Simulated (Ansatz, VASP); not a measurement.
One calculation of Bi3S, two programs

```
Bi S
1.0
     3.73140    0.00000    0.00000
     0.00000    3.73140    0.00000
     0.00000    0.00000    7.89765
Bi S
3 1
Cartesian
  0.0000 0.0000 5.6067
  0.0000 0.0000 2.2909
  1.8657 1.8657 0.0000
  1.8657 1.8657 3.9488
```

Change from the starting cell: species swapped into the MnFe3 type (P4/mmm, No. 123).

Alike in both runs: functional PBE; k mesh 6 × 6 × 2; occupations gaussian, width 0.1 eV; no spin polarisation.

Ansatz relaxed the structure, and its values are those at the end. VASP's run is a single point on that final structure, the one shown.

|  | VASP | Ansatz |
| --- | --- | --- |
| version | VASP 6.6.1 | Ansatz 0.2.0 |
| potentials or method | VASP PAW PBE potentials, release 64 (Bi_d, S), cutoff 520 eV | scalar-relativistic, plane waves, PAW |
| valence electrons in the cell | 51 | 51 |

|  | VASP | Ansatz | Ansatz less VASP |
| --- | --- | --- | --- |
| gap on the k mesh at the Fermi level (eV) | none | none | - |
| pressure (GPa) | 0.0 | 0.0 | +0.08 |
| rms of the force components (eV/Å) | 0.009 | 0.009 | -0.0004 |

A gap of «none» marks a metal or a gap that the smearing closes. The functional is the same, so the differences come from potentials, cutoffs and numerics.

The k mesh is coarse, so the values compare programs but aren't converged. Neither program's run includes spin-orbit coupling.
